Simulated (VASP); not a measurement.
**ZnO: vibrations by perturbation theory with PBE**

The system is ZnO.

```
Zn O
1.0
     3.27939    0.00000    0.00000
    -1.63969    2.84003    0.00000
     0.00000    0.00000    5.29318
Zn O
2 2
Direct
  0.66667 0.33333 0.50060
  0.33333 0.66667 0.00060
  0.66667 0.33333 0.87971
  0.33333 0.66667 0.37971
```

| Item | Value |
| --- | --- |
| Program | VASP 6.6.1 |
| Task | vibrations by perturbation theory |
| Functional | PBE |
| Potentials or basis | VASP PAW PBE potentials, release 64 (Zn, O) |
| Cutoff | 520 eV |
| k mesh | 6 × 6 × 4 |
| Occupations | gaussian, width 0.01 eV |
| Spin | no spin polarisation |
| Dipole correction | no |
| Further INCAR settings | ALGO = Normal; EDIFF = 1e-08; IBRION = 8; NSW = 1 |

```yaml
Electronic_dielectric_tensor_diagonal: 9.04, 9.04, 8.12
Born_charges_mean_of_the_diagonal: Zn +2.26; O -2.26 e
Highest_phonon_frequency_at_Γ_LO-TO_splitting_left_out: 514 cm⁻¹
```

Phonon frequencies in cm⁻¹ (negative: imaginary):
```
              q point                              frequencies
(0.000, 0.000, 0.000)  0 0 0 91 91 247 353 374 374 406 406 514
```

Electronic dielectric tensor:
```
9.04 0.00 0.00
0.00 9.04 0.00
0.00 0.00 8.12
```

Born effective charge tensors (e):
atom 1, Zn
```
2.25 0.00 0.00
0.00 2.25 0.00
0.00 0.00 2.27
```
atom 2, Zn
```
2.25 0.00 0.00
0.00 2.25 0.00
0.00 0.00 2.27
```
atom 3, O
```
-2.25  0.00  0.00
 0.00 -2.25  0.00
 0.00  0.00 -2.27
```
atom 4, O
```
-2.25  0.00  0.00
 0.00 -2.25  0.00
 0.00  0.00 -2.27
```

Wall time 5.5 min on 1 thread of Intel(R) Xeon(R) Platinum 8375C CPU @ 2.90GHz (Ice Lake) (shared host), peak memory 0.35 GiB.

Caveat: the k points lie up to 0.37 Å⁻¹ apart.
